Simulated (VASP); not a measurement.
Input of a VASP 6.6.1 run:

File INCAR:

```
SYSTEM = Al32H
ALGO = Normal
EDIFF = 1E-7
ENCUT = 520
GGA = PE
ISIF = 2
ISMEAR = 0
IVDW = 12
LASPH = .TRUE.
LCHARG = .FALSE.
LREAL = Auto
LWAVE = .FALSE.
NBANDS = 70
NELM = 80
PREC = Accurate
SIGMA = 0.15
```

The input KPOINTS:

```
k-points
0
G
  3 3 3
  0 0 0
```

File POSCAR:

```
Al32H
1.0
    8.1000000000      0.0000000000      0.0000000000
    0.0000000000      8.1000000000      0.0000000000
    0.0000000000      0.0000000000      8.1000000000
Al H
32 1
Direct
    0.5093072840     -0.0156207407      0.0083081481
    0.7503614815      0.2477603704     -0.0020804938
    0.7520560494     -0.0029769136      0.2505753086
    0.0015495062     -0.0017645679     -0.0010723457
    0.2349874074      0.2578108642      0.0079949383
    0.4990925926      0.4984619753     -0.0021053086
    0.7527479012      0.7451140741     -0.0011156790
    0.2506837037     -0.0006064198      0.2495958025
    0.4990962963      0.2477083951      0.2486102469
    0.7500158025      0.4987403704      0.2488846914
    0.5005374074     -0.0016224691      0.5002687654
    0.7527074074      0.2487104938      0.4953025926
    0.7506720988     -0.0006176543      0.7495239506
   -0.0035898765      0.5018367901     -0.0009998765
    0.2502791358      0.7501843210     -0.0010440741
   -0.0035627160      0.2488209877      0.2519556790
    0.2485420988      0.5003333333      0.2504925926
    0.5002117284      0.7451661728      0.2516414815
   -0.0002449383     -0.0017190123      0.4984161728
    0.2503030864      0.2487695062      0.5003560494
    0.5002203704      0.5014790123      0.4953276543
    0.7511416049      0.7487990123      0.4989537037
    0.2471946914     -0.0045818519      0.7456025926
    0.5093682716      0.2581696296      0.7344574074
    0.7520358025      0.5004101235      0.7471883951
    0.0005023457      0.7489081481      0.2493339506
    0.0005181481      0.4991681481      0.4990690123
    0.2498774074      0.7479998765      0.4981601235
    0.0015628395      0.2487561728      0.7484088889
    0.2506956790      0.4994454321      0.7495700000
    0.5005369136      0.7501041975      0.7485398765
   -0.0002354321      0.7482777778      0.7484620988
    0.4068867901      0.1556888889      0.9059948148
```

Potentials or basis: VASP PAW PBE potentials, release 64 (Al, H).

Launch:

```sh
$ cat potpaw_PBE.64/Al/POTCAR potpaw_PBE.64/H/POTCAR > POTCAR
$ mpirun -np 1 vasp_std > vasp.out
```

Q: What does it give for the dispersion energy per atom?

A: -0.328 eV.

Q: Predict the largest force.

A: 0.297 eV/Å.

Q: What does it give for the pressure?

A: -2.9 GPa.

Q: Estimate the band gap on the k mesh.

A: Zero (an odd number of electrons rules out a gap without spin polarisation).

Forces on the atoms (eV/Å):
```
Al   0.028  0.001  0.022
Al  -0.008 -0.001 -0.001
Al   0.012 -0.001  0.014
Al   0.010  0.012  0.002
Al   0.009  0.031  0.029
Al  -0.001 -0.001 -0.002
Al   0.006  0.006  0.006
Al   0.010  0.001  0.001
Al   0.000 -0.001 -0.001
Al   0.004 -0.002 -0.001
Al  -0.001  0.006  0.011
Al   0.011  0.007  0.003
Al   0.011  0.001  0.002
Al   0.005  0.002  0.002
Al   0.005  0.011 -0.003
Al   0.003  0.003  0.004
Al  -0.007  0.015  0.015
Al   0.004  0.004  0.010
Al  -0.001  0.003  0.000
Al   0.003 -0.002  0.011
Al   0.003  0.010  0.002
Al  -0.002  0.003  0.005
Al   0.003  0.006  0.005
Al   0.023  0.019  0.009
Al   0.014  0.015 -0.002
Al   0.005  0.000  0.002
Al   0.005  0.000  0.001
Al   0.001  0.007  0.007
Al   0.010  0.002  0.013
Al   0.010 -0.001  0.002
Al  -0.001  0.010  0.006
Al  -0.001  0.000  0.001
H   -0.173 -0.167 -0.175
```
